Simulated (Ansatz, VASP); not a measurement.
# PbO2 in VASP and in Ansatz

```
CELL_PARAMETERS angstrom
0.00000 2.70199 2.70199
2.70199 0.00000 2.70199
2.70199 2.70199 0.00000
ATOMIC_POSITIONS crystal
Pb 0.00000 0.00000 0.00000
O 0.75000 0.75000 0.75000
O 0.25000 0.25000 0.25000
```

Alike in both runs: task relaxation of cell and atoms; functional PBE; k mesh 9 × 9 × 9; occupations fermi-dirac, width 0.05 eV; no spin polarisation.

|  | VASP | Ansatz |
| --- | --- | --- |
| version | VASP 6.6.1 | Ansatz 0.2.0 |
| potentials or method | VASP PAW PBE potentials, release 64 (Pb_d, O) | Ansatz PAW |
| plane-wave cutoff (eV) | 600 | 420 |
| valence electrons in the cell | 26 | 26 |

Ansatz gave:

* gap on the k mesh at the Fermi level, each at its own relaxed structure (eV): none
* relaxed volume (Å³/atom): 13.19
* relaxed cell length with the largest relative difference (Å): 3.825

**Question.** Estimate VASP's values.

**Answer.** gap on the k mesh at the Fermi level, each at its own relaxed structure (eV): none; relaxed volume (Å³/atom): 13.20; relaxed cell length with the largest relative difference (Å): 3.826.

A gap of «none» marks a metal or a gap that the smearing closes.

Neither program's run includes spin-orbit coupling. Noted on Ansatz's run: the plane-wave basis is chosen anew once the cell has moved, so the energies of steps on either side of that aren't comparable.
